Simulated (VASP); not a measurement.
Wanted: the native input for a VASP 6.6.1 run.

```
Task                   : single point
Functional             : PBEsol
Potentials or basis    : VASP PAW PBE potentials, release 64 (Zn, Se, Cd)
Cutoff                 : 500 eV
k mesh                 : 1 × 1 × 1, shifted
Occupations            : fermi-dirac, width 0.05 eV
Spin                   : no spin polarisation
Dipole correction      : no
Further INCAR settings : LREAL = Auto; ALGO = Normal; EDIFF = 1e-06; NBANDS = 86; ISYM = -1
```

The structure of Zn3Cd5Se8 lies in POSCAR:

```
Zn3Cd5Se8
1.0
   11.8205630000      0.0000000000      0.0000000000
    0.0000000000      5.9102820000      0.0000000000
    0.0000000000      0.0000000000      5.9102820000
Zn Se Cd
3 8 5
Direct
    0.9979910000      0.0090970000      0.9911930000
    0.5025640000      0.9790360000      0.0110030000
    0.2630170000      0.5074720000      0.0070380000
    0.1219140000      0.2534230000      0.2273740000
    0.6321350000      0.2688060000      0.2451300000
    0.3765510000      0.7359690000      0.2674170000
    0.8758480000      0.7458080000      0.2773820000
    0.3731040000      0.2346000000      0.7225020000
    0.8603780000      0.2522780000      0.7343910000
    0.1296010000      0.7398330000      0.7083060000
    0.6178600000      0.7472380000      0.7754720000
    0.7544630000      0.5079030000      0.0094710000
    0.2427450000      0.0297370000      0.4859420000
    0.7470140000      0.9899570000      0.4810530000
    0.9949360000      0.4988050000      0.5215850000
    0.5032580000      0.5074920000      0.4977440000
```

The input as run:

INCAR

```
SYSTEM = Zn3Cd5Se8
PREC     = Accurate       ! precision mode
ENCUT    = 500            ! plane-wave cutoff, eV
EDIFF    = 1E-6           ! SCF threshold, eV
ISMEAR   = -1             ! smearing method
SIGMA    = 0.05           ! smearing width, eV
LREAL    = Auto         
LASPH    = .True.         ! aspherical terms in the spheres
NELM     = 120            ! most SCF steps
ALGO     = Normal         ! electronic algorithm
ISIF     = 2              ! what is computed and relaxed
LWAVE    = .False.        ! write WAVECAR
LCHARG   = .False.        ! write CHGCAR
GGA      = PS             ! functional
NBANDS   = 86             ! bands
ISYM     = -1           
GGA_COMPAT= .False.
```

KPOINTS

```
explicit points
1
Reciprocal
  0.25000000   0.25000000   0.25000000 1
```

Potentials or basis: VASP PAW PBE potentials, release 64 (Zn, Se, Cd).

Command:

```bash
$ cat potpaw_PBE.64/Zn/POTCAR potpaw_PBE.64/Se/POTCAR potpaw_PBE.64/Cd/POTCAR > POTCAR
$ mpirun -np 1 vasp_std > vasp.out
```

It gave:

- Pressure: 2.8 GPa
- Largest force: 2.624 eV/Å

Caveat: the PAW data sets were made with another functional, which shifts forces and pressure a little.

Run time: 2 min on 1 thread of Intel Xeon 8259CL, with other jobs on the host, peak memory 0.46 GiB.
